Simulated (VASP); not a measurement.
# Mg5O (P-3m1) in VASP: further runs

Mg5O is run at these levels: PBE; tasks: single point, relaxation of cell and atoms.

All numbers are computed with VASP 6.6.1; they aren't measurements. Logs are shortened: lines on timing, memory, paths and dates and some standing lists are left out, and cuts for length are marked.

## Step 1: The cell of the first run

The structure is trigonal, space group P-3m1 (No. 164). Conventional cell: a = 3.127 Å, b = 3.127 Å, c = 25.868 Å, α = 90.00°, β = 90.00°, γ = 120.00°. Mg (site symmetry -3m) has 6 O at 2.17 Å within 2.9 Å. Within 2.9 Å of Mg (site symmetry 3m) lie 3 O at 2.19 Å. Within 4.1 Å of Mg (site symmetry 3m) lie 12 Mg at 3.13 to 3.19 Å and 1 O at 3.85 Å. Mg (site symmetry 3m) has 12 Mg at 3.13 to 3.19 Å within 4.1 Å. Within 4.1 Å of Mg (site symmetry -3m) lie 12 Mg at 3.13 to 3.19 Å. Mg (site symmetry 3m) has 12 Mg at 3.13 to 3.19 Å within 4.1 Å. Within 2.9 Å of O (site symmetry 3m) lie 6 Mg at 2.17 to 2.19 Å.

## Step 2: Single point, PBE

Contents of INCAR:

```
  PREC = Accurate
  ENCUT = 520
  EDIFF = 1E-6
  ISMEAR = 0
  SIGMA = 0.1
  LREAL = F
  LASPH = T
  NELM = 100
  ALGO = Normal
  ISIF = 2
  LWAVE = F
  LCHARG = T
  GGA = PE
  LELF = T
  LVHAR = T
  NBANDS = 28
```

Contents of KPOINTS:

```
regular mesh
0
Gamma
  12 12 2
```

Contents of POSCAR:

```
Mg5O
1.0
    3.1270465661      0.0000000000      0.0000000000
   -1.5635232830      2.7081017650      0.0000000000
    0.0000000000      0.0000000000     25.8684696917
Mg O
10 2
Direct
    0.0000000000      0.0000000000      0.0000000000
    0.6666666667      0.3333333333      0.9049403099
    0.3333333333      0.6666666667      0.0950596901
    0.3333333333      0.6666666667      0.8043672101
    0.0000000000      0.0000000000      0.7027764839
    0.6666666667      0.3333333333      0.1956327899
    0.0000000000      0.0000000000      0.2972235161
    0.0000000000      0.0000000000      0.5000000000
    0.6666666667      0.3333333333      0.6016951888
    0.3333333333      0.6666666667      0.3983048112
    0.6666666667      0.3333333333      0.0468519063
    0.3333333333      0.6666666667      0.9531480937
```

Potentials or basis: VASP PAW PBE potentials, release 64 (Mg, O).

Started as:

```sh
cat potpaw_PBE.64/Mg/POTCAR potpaw_PBE.64/O/POTCAR > POTCAR
mpirun -np 1 vasp_std > vasp.out
```

OUTCAR:

```text
PREC = Accurate
   ENCUT = 520
   EDIFF = 1E-6
   ISMEAR = 0
   LREAL = F
   LASPH = T
   NELM = 100
   ISIF = 2
   GGA = PE

 ion  position               nearest neighbor table
   1  0.000  0.000  0.000-  11 2.17  12 2.17  12 2.17  11 2.17  11 2.17  12 2.17   2 3.05   3 3.05
                             3 3.05   2 3.05   3 3.05   2 3.05
   2  0.667  0.333  0.905-  12 2.19  12 2.19  12 2.19   1 3.05   1 3.05   1 3.05   4 3.17   4 3.17
                             4 3.17
   3  0.333  0.667  0.095-  11 2.19  11 2.19  11 2.19   1 3.05   1 3.05   1 3.05   6 3.17   6 3.17
                             6 3.17
   4  0.333  0.667  0.804-   2 3.17   2 3.17   2 3.17   5 3.19   5 3.19   5 3.19
   5  0.000  0.000  0.703-   9 3.18   9 3.18   9 3.18   4 3.19   4 3.19   4 3.19
   6  0.667  0.333  0.196-   3 3.17   3 3.17   3 3.17   7 3.19   7 3.19   7 3.19
   7  0.000  0.000  0.297-  10 3.18  10 3.18  10 3.18   6 3.19   6 3.19   6 3.19
   8  0.000  0.000  0.500-   9 3.19  10 3.19  10 3.19   9 3.19   9 3.19  10 3.19
   9  0.667  0.333  0.602-   5 3.18   5 3.18   5 3.18   8 3.19   8 3.19   8 3.19
  10  0.333  0.667  0.398-   7 3.18   7 3.18   7 3.18   8 3.19   8 3.19   8 3.19
  11  0.667  0.333  0.047-   1 2.17   1 2.17   1 2.17   3 2.19   3 2.19   3 2.19
  12  0.333  0.667  0.953-   1 2.17   1 2.17   1 2.17   2 2.19   2 2.19   2 2.19

  LATTYP: Found a hexagonal cell.
 ALAT       =     3.1270465661
 C/A-ratio  =     8.2724926364

  Lattice vectors:

 A1 = (   3.1270465661,   0.0000000000,   0.0000000000)
 A2 = (  -1.5635232830,   2.7081017650,   0.0000000000)
 A3 = (   0.0000000000,   0.0000000000,  25.8684696917)

Analysis of symmetry for initial positions (statically):
=====================================================================
 Subroutine PRICEL returns:
 Original cell was already a primitive cell.

 Routine SETGRP: Setting up the symmetry group for a
 hexagonal supercell.

 Subroutine GETGRP returns: Found 12 space group operations
 (whereof 12 operations were pure point group operations)
 out of a pool of 24 trial point group operations.

The static configuration has the point symmetry D_3d.

Analysis of symmetry for dynamics (positions and initial velocities):
=====================================================================
 Subroutine PRICEL returns:
 Original cell was already a primitive cell.

 Routine SETGRP: Setting up the symmetry group for a
 hexagonal supercell.

 Subroutine GETGRP returns: Found 12 space group operations
 (whereof 12 operations were pure point group operations)
[... 130 lines left out ...]
   POTIM  = 0.5000    time-step for ionic-motion
   TEBEG  =    0.0;   TEEND  =   0.0 temperature during run
   PSTRESS=    0.0 pullay stress
   NELECT =      32.0000    total number of electrons
   NUPDOWN=      -1.0000    fix difference up-down
   EMIN   =  10.00;   EMAX   =-10.00  energy-range for DOS
   EFERMI =   0.00;   METHOD = LEGACY
   ISMEAR =     0;   SIGMA  =   0.10  broadening in eV -4-tet -1-fermi 0-gaus
   EFERMI_NEDOS =   21; number of points for ismear=-14 and -15
   IALGO  =     38    algorithm
   IMIX   =      4    mixing-type and parameters
     AMIX     =   0.40;   BMIX     =  1.00
     AMIX_MAG =   1.60;   BMIX_MAG =  1.00
  volume/ion in A,a.u.               =      18.26       123.19
  Fermi-wavevector in a.u.,A,eV,Ry     =   0.862187  1.629297 10.114114  0.743366
  Thomas-Fermi vector in A             =   1.979952
   LORBIT       =      0    0 simple, 1 ext, 2 COOP (PROOUT), +10 PAW based schemes
   GGA     = PE    functional components
   LHFCALC =     F    Hartree Fock is set to
   AEXX    =    0.0000 exact exchange contribution
   IVDW    =     0    specifies the selected vdW correction
   LEPSILON=     F    determine dielectric tensor
   LRPA    =     F    only Hartree local field effects (RPA)
 non-spin polarized calculation
 Gauss-broadening in eV      SIGMA  =   0.10
  energy-cutoff  :      520.00
  volume of cell :      219.06
 maximum number of plane-waves:      5938
 NGX is ok and might be reduce to    24

 number of electron      31.9999979 magnetization

 Free energy of the ion-electron system (eV)
  ---------------------------------------------------
  ext. energy  EPLUGINS =         0.00000000
  ---------------------------------------------------
  free energy    TOTEN  =       -34.80932418 eV

  energy without entropy =      -34.78300014  energy(sigma->0) =      -34.79616216

 E-fermi :   3.5010     XC(G=0):  -8.9783

 val. band max:        3.4915786297   @ k =   0.3333   0.3333   0.5000
 cond. band min:       3.5021326564   @ k =   0.2500   0.1667   0.0000
 fundamental gap:      0.0105540267
 Fermi energy:         3.5009724914

 k-point     1 :       0.0000    0.0000    0.0000
  band No.  band energies     occupation
      1     -16.9069      2.00000
      2     -16.3235      2.00000
      3      -4.1322      2.00000
      4      -3.4392      2.00000
      5      -3.4179      2.00000
      6      -2.8435      2.00000
[... 733 lines left out ...]
     27       8.2589      0.00000
     28       8.6928      0.00000

 [... further k-points ...]
[... 5 lines left out ...]
  --------------------------------------------------------------------------------------
  -------------------------------------------------------------------------------------
  Total       -0.3191797     -0.3191797     -0.3170236     -0.0000000      0.0000000     -0.0000000
  in kB       -2.3344025     -2.3344025     -2.3186338     -0.0000000      0.0000000     -0.0000000
  external PRESSURE =      -2.3291463 kB  Pullay stress =       0.0000000 kB

 VOLUME and BASIS-vectors are now :
 -----------------------------------------------------------------------------
  energy-cutoff  :      520.00
  volume of cell :      219.06
      direct lattice vectors                 reciprocal lattice vectors
     3.127046566  0.000000000  0.000000000     0.319790569  0.184631171  0.000000000
    -1.563523283  2.708101765  0.000000000     0.000000000  0.369262342  0.000000000
     0.000000000  0.000000000 25.868469692     0.000000000  0.000000000  0.038657099

 POSITION                                       TOTAL-FORCE (eV/Angst)
 -----------------------------------------------------------------------------------
      0.00000      0.00000      0.00000         0.000000      0.000000     -0.000000
      1.56352      0.90270     23.40942         0.000000      0.000000      0.015194
     -0.00000      1.80540      2.45905        -0.000000     -0.000000     -0.015194
     -0.00000      1.80540     20.80775         0.000000     -0.000000      0.000729
      0.00000      0.00000     18.17975         0.000000     -0.000000     -0.001022
      1.56352      0.90270      5.06072         0.000000      0.000000     -0.000729
      0.00000      0.00000      7.68872         0.000000      0.000000      0.001022
      0.00000      0.00000     12.93423         0.000000      0.000000     -0.000000
      1.56352      0.90270     15.56493        -0.000000      0.000000     -0.000728
     -0.00000      1.80540     10.30354         0.000000     -0.000000      0.000728
      1.56352      0.90270      1.21199        -0.000000      0.000000     -0.001046
     -0.00000      1.80540     24.65648         0.000000      0.000000      0.001046
 -----------------------------------------------------------------------------------
    total drift:                                0.000000     -0.000000      0.000000

  FREE ENERGIE OF THE ION-ELECTRON SYSTEM (eV)
  ---------------------------------------------------
  free  energy   TOTEN  =       -34.8093241809 eV

  energy  without entropy=      -34.7830001404  energy(sigma->0) =      -34.79616216
```

OSZICAR:

```text
N       E                     dE             d eps       ncg     rms          rms(c)
DAV:   1     0.120831850008E+03    0.12083E+03   -0.11282E+04  2128   0.895E+02
DAV:   2    -0.189642638849E+02   -0.13980E+03   -0.12759E+03  2828   0.152E+02
DAV:   3    -0.382497998027E+02   -0.19286E+02   -0.19106E+02  2684   0.567E+01
DAV:   4    -0.384933448635E+02   -0.24355E+00   -0.24307E+00  2640   0.715E+00
DAV:   5    -0.384956478105E+02   -0.23029E-02   -0.23026E-02  2652   0.681E-01    0.110E+01
DAV:   6    -0.354494618206E+02    0.30462E+01   -0.22779E+01  2868   0.197E+01    0.471E+00
DAV:   7    -0.371165284189E+02   -0.16671E+01   -0.12058E+01  2816   0.129E+01    0.378E+00
DAV:   8    -0.348680299202E+02    0.22485E+01   -0.82160E+00  2756   0.708E+00    0.229E+00
DAV:   9    -0.348165590916E+02    0.51471E-01   -0.42528E-01  2496   0.317E+00    0.459E-01
DAV:  10    -0.348098939409E+02    0.66652E-02   -0.40045E-02  2548   0.944E-01    0.213E-01
DAV:  11    -0.348094984026E+02    0.39554E-03   -0.97527E-03  2696   0.463E-01    0.100E-01
DAV:  12    -0.348093134797E+02    0.18492E-03   -0.10932E-03  2784   0.187E-01    0.204E-02
DAV:  13    -0.348093225503E+02   -0.90706E-05   -0.14174E-04  2508   0.575E-02    0.697E-03
DAV:  14    -0.348093240393E+02   -0.14891E-05   -0.62258E-06  2720   0.123E-02    0.251E-03
DAV:  15    -0.348093241809E+02   -0.14158E-06   -0.43473E-07  1496   0.310E-03
   1 F= -.34809324E+02 E0= -.34796162E+02  d E =-.263240E-01
```

Wall time 5.2 min (1 thread of Intel Xeon Platinum 8124M at 3.00GHz (Skylake/Cascade Lake), shared host); peak memory 0.43 GiB.

Results:

* Free energy: -34.8093 eV
* Pressure: -0.2 GPa
* Largest force: 0.015 eV/Å
* Band gap on the k mesh: zero (band 16 reaches 4.47 eV, above the bottom of band 17 at 2.24 eV)

Forces on the atoms (eV/Å):
```
Mg   0.000  0.000  0.000
Mg   0.000  0.000  0.015
Mg   0.000  0.000 -0.015
Mg   0.000  0.000  0.001
Mg   0.000  0.000 -0.001
Mg   0.000  0.000 -0.001
Mg   0.000  0.000  0.001
Mg   0.000  0.000  0.000
Mg   0.000  0.000 -0.001
Mg   0.000  0.000  0.001
O    0.000  0.000 -0.001
O    0.000  0.000  0.001
```

Levels at points of the mesh, in eV from the Fermi level:
```tsv
k point	band 13	band 14	band 15	band 16	band 17	band 18	band 19	band 20
(0.00, 0.00, 0.00)	-4.13	-3.95	-3.48	-2.22	-1.26	0.25	0.61	2.32
(0.50, 0.00, 0.00)	-1.45	-1.44	-1.16	-0.74	-0.42	-0.14	0.28	0.44
(0.00, 0.00, 0.50)	-4.13	-4.13	-3.11	-2.54	-0.88	-0.34	1.39	1.56
(0.50, 0.00, 0.50)	-1.48	-1.44	-1.14	-0.74	-0.41	-0.20	0.40	0.40
```

## Step 3: Relaxation of cell and atoms, PBE

This run uses another cell than the first one: it holds 6 atoms, not 12.

Contents of INCAR:

```
  PREC = Accurate
  ENCUT = 600
  EDIFF = 1E-7
  ISMEAR = 0
  SIGMA = 0.1
  LREAL = False
  LASPH = True
  NELM = 80
  ALGO = Normal
  ISIF = 3
  LWAVE = False
  LCHARG = False
  GGA = PE
  IBRION = 2
  NSW = 100
  EDIFFG = -0.01
```

Contents of KPOINTS:

```
regular mesh
0
Gamma
  12 12 4
```

Contents of POSCAR:

```
Mg5O
1.0
    3.1368102029      0.0000000000      0.0000000000
   -1.5684051014      2.7165573225      0.0000000000
    0.0000000000      0.0000000000     12.8216773274
Mg O
5 1
Direct
    0.3333333333      0.6666666667      0.0956924517
    0.6666666667      0.3333333333      0.9043075483
    0.0000000000      0.0000000000      0.5000000000
    0.3333333333      0.6666666667      0.7027228505
    0.6666666667      0.3333333333      0.2972771495
    0.0000000000      0.0000000000      0.0000000000
```

Potentials or basis: VASP PAW PBE potentials, release 64 (Mg, O).

Started as:

```sh
cat potpaw_PBE.64/Mg/POTCAR potpaw_PBE.64/O/POTCAR > POTCAR
mpirun -np 1 vasp_std > vasp.out
```

Wall time 8.1 min (1 thread of Intel Xeon Platinum 8124M at 3.00GHz (Skylake/Cascade Lake), shared host); peak memory 0.36 GiB.

It converged, with:

```
Free energy                            : -17.1146 eV
Relaxed volume                         : 18.23 Å³/atom
Relaxed cell                           : a = 3.143 Å, b = 3.143 Å, c = 12.783 Å, α = 90.00°, β = 90.00°, γ = 120.00°
Space group after relaxing (to 0.05 Å) : P-3m1 (No. 164)
Energy gained by relaxing              : 0.2 meV/atom
Ionic steps                            : 8
Pressure after relaxing                : 0.0 GPa
Largest force after relaxing           : 0.006 eV/Å
Band gap on the k mesh                 : zero (band 8 reaches 3.92 eV, above the bottom of band 9 at 2.37 eV)
```

Forces in eV/Å, atoms in the order of the input:
```
Mg   0.000  0.000 -0.002
Mg   0.000  0.000  0.002
Mg   0.000  0.000  0.000
Mg   0.000  0.000 -0.006
Mg   0.000  0.000  0.006
O    0.000  0.000  0.000
```

Step by step:
| step | energy change (eV) | largest force (eV/Å) | pressure (GPa) | volume (Å³) |
| --- | --- | --- | --- | --- |
| 1 | 0.0000 | 0.0649 | 0.19 | 109.26 |
| 2 | -0.0006 | 0.0296 | -0.02 | 109.59 |
| 3 | -0.0007 | 0.0305 | -0.11 | 109.74 |
| 4 | -0.0010 | 0.0270 | -0.07 | 109.64 |
| 5 | -0.0012 | 0.0215 | -0.02 | 109.49 |
| 6 | -0.0012 | 0.0197 | 0.00 | 109.45 |
| 7 | -0.0013 | 0.0123 | 0.01 | 109.40 |
| 8 | -0.0013 | 0.0060 | 0.03 | 109.36 |

Final structure:
```cif
data_structure
_symmetry_space_group_name_H-M 'P 1'
_symmetry_Int_Tables_number 1
_cell_length_a 3.1430
_cell_length_b 3.1430
_cell_length_c 12.7832
_cell_angle_alpha 90.000
_cell_angle_beta 90.000
_cell_angle_gamma 120.000
_cell_volume 109.36
loop_
_atom_site_label
_atom_site_type_symbol
_atom_site_fract_x
_atom_site_fract_y
_atom_site_fract_z
_atom_site_occupancy
Mg1 Mg 0.33333 0.66667 0.09636 1
Mg2 Mg 0.66667 0.33333 0.90364 1
Mg3 Mg 0.00000 0.00000 0.50000 1
Mg4 Mg 0.33333 0.66667 0.70180 1
Mg5 Mg 0.66667 0.33333 0.29820 1
O1 O 0.00000 0.00000 0.00000 1
```

Levels at points of the mesh, in eV from the Fermi level:
```
           k point  band 5  band 6  band 7  band 8  band 9  band 10  band 11  band 12
(0.00, 0.00, 0.00)   -4.92   -4.27   -4.27   -2.18   -1.14     2.37     2.77     6.67
(0.50, 0.00, 0.00)   -1.92   -1.89   -1.27   -1.06   -0.05     0.00     1.42     2.06
(0.00, 0.00, 0.50)   -4.27   -4.27   -3.87   -3.32    0.31     0.61     4.25     5.45
(0.50, 0.00, 0.50)   -1.98   -1.79   -1.32   -0.97   -0.53     0.58     1.38     1.86
```

(Part 1 of 2 ends here.)
